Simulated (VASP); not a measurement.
Input of a VASP 6.6.1 run:

Contents of POSCAR:

```
Mg
1.0
    3.1781076304      0.0000000000      0.0000000000
   -1.5890538152      2.7523219439      0.0000000000
    0.0000000000      0.0000000000      5.1596591724
Mg
2
Direct
    0.3333333333      0.6666666667      0.2500000000
    0.6666666667      0.3333333333      0.7500000000
```

File INCAR.step1:

```
PREC = Accurate ; ENCUT = 520
ISMEAR = -1 ; SIGMA = 0.05
LREAL = False ; LASPH = True
NELM = 100 ; NBANDS = 9
GGA = PE ; ALGO = Normal
EDIFF = 1E-4 ; LWAVE = True
LCHARG = False
```

Contents of INCAR.step2:

```
PREC = Accurate ; ENCUT = 520
EDIFF = 1E-6 ; ISMEAR = -1
SIGMA = 0.05 ; LREAL = False
LASPH = True ; NELM = 100
ALGO = Normal ; ISIF = 2
LWAVE = False ; LCHARG = False
METAGGA = R2SCAN ; LMIXTAU = True
NBANDS = 9 ; ISTART = 1
```

File KPOINTS:

```
Automatic mesh
0
Gamma
  9 9 5
```

Potentials or basis: VASP PAW PBE potentials, release 64 (Mg).

Launch:

```sh
$ cat potpaw_PBE.64/Mg/POTCAR > POTCAR
$ cp INCAR.step1 INCAR
$ mpirun -np 1 vasp_std > vasp.out
$ cp INCAR.step2 INCAR
$ mpirun -np 1 vasp_std > vasp.out
```

Q: Estimate the band gap on the k mesh.

A: Zero (bands 2 and 3 overlap by 2.16 eV).

Q: Predict the pressure.

A: -0.3 GPa.

Stress tensor (GPa, compression positive):
```
-0.44  0.00  0.00
 0.00 -0.44  0.00
 0.00  0.00  0.10
```

Caveat: the PAW data sets were made with another functional, which shifts forces and pressure a little.
